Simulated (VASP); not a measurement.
SrLi2SnS4: single point with PBE

The system is SrLi2SnS4.

```
CELL_PARAMETERS angstrom
4.76934 0.00000 0.00000
0.00000 4.76934 0.00000
0.00000 0.00000 7.65617
ATOMIC_POSITIONS crystal
Li 0.50000 0.50000 0.73142
Li 0.50000 0.50000 0.26858
Sr 0.00000 0.00000 0.00000
Sn 0.00000 0.00000 0.50000
S 0.50000 0.00000 0.73552
S 0.00000 0.50000 0.73552
S 0.50000 0.00000 0.26448
S 0.00000 0.50000 0.26448
```

```
Program             : VASP 6.6.1
Task                : single point
Functional          : PBE
Potentials or basis : VASP PAW PBE potentials, release 64 (Li_sv, Sr_sv, Sn_d, S)
Cutoff              : 520 eV
k mesh              : 8 × 8 × 6
Occupations         : gaussian, width 0.1 eV
Spin                : no spin polarisation
```

* Largest force: 0.017 eV/Å
* Band gap on the k mesh: zero (bands 27 and 28 overlap by 0.71 eV)

Forces in eV/Å, atoms in the order of the input:
```
Li   0.000  0.000  0.005
Li   0.000  0.000 -0.005
Sr   0.000  0.000  0.000
Sn   0.000  0.000  0.000
S    0.000  0.000 -0.017
S    0.000  0.000 -0.017
S    0.000  0.000  0.017
S    0.000  0.000  0.017
```

Levels at points of the mesh, in eV from the Fermi level:
```
           k point  band 23  band 24  band 25  band 26  band 27  band 28  band 29  band 30  band 31  band 32
(0.00, 0.00, 0.00)    -1.43    -0.54    -0.54    -0.19    -0.19     0.03     2.45     2.70     3.30     3.30
(0.50, 0.00, 0.00)    -1.89    -1.88    -1.44    -0.78    -0.55     0.04     3.75     3.98     4.36     4.43
(0.50, 0.50, 0.00)    -0.69    -0.69     0.14     0.38     0.46     0.55     2.08     3.91     3.91     4.84
(0.00, 0.00, 0.50)    -1.00    -0.59    -0.53    -0.53    -0.09    -0.09     1.68     2.84     2.84     4.25
(0.50, 0.00, 0.50)    -1.67    -1.65    -1.65    -1.57    -1.26     0.63     3.17     3.66     4.25     5.08
(0.50, 0.50, 0.50)    -1.14    -0.51     0.24     0.34     0.43     0.50     3.14     3.76     3.86     3.96
```

Run time: 5.9 min on 1 thread of Intel(R) Xeon(R) Platinum 8375C CPU @ 2.90GHz (Ice Lake), with other jobs on the host, peak memory 0.52 GiB.

Caveat: spin-orbit coupling is left out, which moves the levels of the heavy elements.
